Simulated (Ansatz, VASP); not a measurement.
## Two plane-wave programs on CdF2

Contents of INCAR:

```
PREC = Accurate
ENCUT = 520
EDIFF = 1E-6
ISMEAR = -1
SIGMA = 0.2
LREAL = F
LASPH = T
NELM = 100
ALGO = Normal
ISIF = 2
LWAVE = F
LCHARG = F
GGA = PE
NBANDS = 20
```

KPOINTS

```
Automatic mesh
0
Gamma
  6 6 6
```

The input POSCAR:

```
CdF2
1.0
    0.0000000000      2.6941776810      2.6941776810
    2.6941776810      0.0000000000      2.6941776810
    2.6941776810      2.6941776810      0.0000000000
Cd F
1 2
Direct
    0.0000000000      0.0000000000      0.0000000000
    0.2500000000      0.2500000000      0.2500000000
    0.7500000000      0.7500000000      0.7500000000
```

Input for Ansatz:

```yaml
crystal:
  lattice:
    - [0.0, 2.694177681, 2.694177681]
    - [2.694177681, 0.0, 2.694177681]
    - [2.694177681, 2.694177681, 0.0]
  atoms:
    - { symbol: Cd, position: [0.0, 0.0, 0.0] }
    - { symbol: F, position: [0.25, 0.25, 0.25] }
    - { symbol: F, position: [0.75, 0.75, 0.75] }
kpoints:
  mp_grid: { grid: [6, 6, 6] }
hamiltonian:
  xc: pbe
scf:
  occupations: { method: fermi_dirac, width: 0.2 }
  n_extra_bands: 4
output:
  forces: true
  stress: true
  eigenvalues: true
```

Alike in both runs: task single point; functional PBE; k mesh 6 × 6 × 6; occupations fermi-dirac, width 0.2 eV; no spin polarisation.

```csv
,VASP,Ansatz
version,VASP 6.6.1,Ansatz 0.2.0
potentials or method,"VASP PAW PBE potentials, release 64 (Cd, F)",plane waves
plane-wave cutoff (eV),520,420
valence electrons in the cell,26,34
```

```csv
,VASP,Ansatz,Ansatz less VASP
pressure (GPa),6.2,5.4,-0.75
```

With one functional, cell and mesh, what is left measures potentials, basis and numerics. VASP's potentials hold 26 valence electrons a cell and Ansatz's 34, so a difference there can come from the potentials and not from the codes.
